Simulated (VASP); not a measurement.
Set up this calculation in VASP 6.6.1, as the native input.

| Quantity | Value |
| --- | --- |
| Task | single point |
| Functional | PBE |
| Potentials or basis | VASP PAW PBE potentials, release 64 (Nb_sv, Re_sv_GW, Pd_sv_GW) |
| Cutoff | 630 eV |
| k mesh | 4 × 4 × 4 |
| Occupations | gaussian, width 0.1 eV |
| Spin | no spin polarisation |
| Dipole correction | no |
| Further INCAR settings | ALGO = Normal; EDIFF = 1e-06; NBANDS = 46 |

The structure of NbRe3Pd lies in POSCAR:

```
NbRe3Pd
1.0
    4.1089328624      0.0000000000      0.0000000000
    0.0000000000      4.1089328624      0.0000000000
    0.0000000000      0.0000000000      4.1089328624
Nb Re Pd
1 3 1
Direct
    0.0000000000      0.0000000000      0.0000000000
    0.0000000000      0.5000000000      0.5000000000
    0.5000000000      0.0000000000      0.5000000000
    0.5000000000      0.5000000000      0.0000000000
    0.5000000000      0.5000000000      0.5000000000
```

The input as run:

INCAR

```
  ALGO = Normal
  EDIFF = 1E-6
  ENCUT = 630
  GGA = PE
  GGA_COMPAT = F
  ISIF = 2
  ISMEAR = 0
  LASPH = T
  LCHARG = T
  LELF = T
  LREAL = F
  LVHAR = T
  LWAVE = F
  NBANDS = 46
  NELM = 120
  PREC = Accurate
  SIGMA = 0.1
```

KPOINTS

```
k-points
0
Gamma
  4 4 4
```

Potentials or basis: VASP PAW PBE potentials, release 64 (Nb_sv, Re_sv_GW, Pd_sv_GW).

Launch:

```sh
$ cat potpaw_PBE.64/Nb_sv/POTCAR potpaw_PBE.64/Re_sv_GW/POTCAR potpaw_PBE.64/Pd_sv_GW/POTCAR > POTCAR
$ mpirun -np 1 vasp_std > vasp.out
```

Results of the run:

```
Pressure               : 148.4 GPa
Band gap on the k mesh : zero (bands 38 and 39 overlap by 2.07 eV)
```

Caveat: the k points lie up to 0.38 Å⁻¹ apart, too coarse for converged energies and pressures of a metal; spin-orbit coupling is left out, which moves the levels of the heavy elements.

Run time: 40 s on 1 thread of Intel(R) Xeon(R) 6975P-C (Granite Rapids) (shared host), peak memory 0.23 GiB.
